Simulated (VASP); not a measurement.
Write the native input for VASP 6.6.1 that does the following.

```yaml
Task: single point
Functional: PBE
Potentials_or_basis: VASP PAW PBE potentials, release 64 (Mg, Ge_d, N)
Cutoff: 520 eV
k_mesh: 10 × 10 × 10
Occupations: gaussian, width 0.1 eV
Spin: no spin polarisation
Dipole_correction: no
Further_INCAR_settings: ALGO = Normal; EDIFF = 1e-06; NBANDS = 20
```

The structure of Mg3GeN lies in POSCAR:

```
Mg3GeN
1.0
    4.3602911366      0.0000000000      0.0000000000
    0.0000000000      4.3602911366      0.0000000000
    0.0000000000      0.0000000000      4.3602911366
Mg Ge N
3 1 1
Direct
    0.5000000000      0.0000000000      0.0000000000
    0.0000000000      0.5000000000      0.0000000000
    0.0000000000      0.0000000000      0.5000000000
    0.5000000000      0.5000000000      0.5000000000
    0.0000000000      0.0000000000      0.0000000000
```

These files were run (other wordings do the same):

INCAR

```
  PREC = Accurate
  ENCUT = 520
  EDIFF = 1E-6
  ISMEAR = 0
  SIGMA = 0.1
  LREAL = F
  LASPH = T
  NELM = 80
  ALGO = Normal
  ISIF = 2
  LWAVE = F
  LCHARG = T
  GGA = PE
  LELF = T
  LVHAR = T
  NBANDS = 20
```

KPOINTS

```
regular mesh
0
Gamma
  10 10 10
```

Potentials or basis: VASP PAW PBE potentials, release 64 (Mg, Ge_d, N).

Run with:

```bash
$ cat potpaw_PBE.64/Mg/POTCAR potpaw_PBE.64/Ge_d/POTCAR potpaw_PBE.64/N/POTCAR > POTCAR
$ mpirun -np 1 vasp_std > vasp.out
```

Results of the run:

```json
{"Pressure": "-4.3 GPa", "Band gap on the k mesh": "zero (an odd number of electrons rules out a gap without spin polarisation)"}
```

Caveat: the cell stands under tension.

It took 100 s on 1 thread of Intel Xeon 8259CL (shared host), peak memory 0.25 GiB.
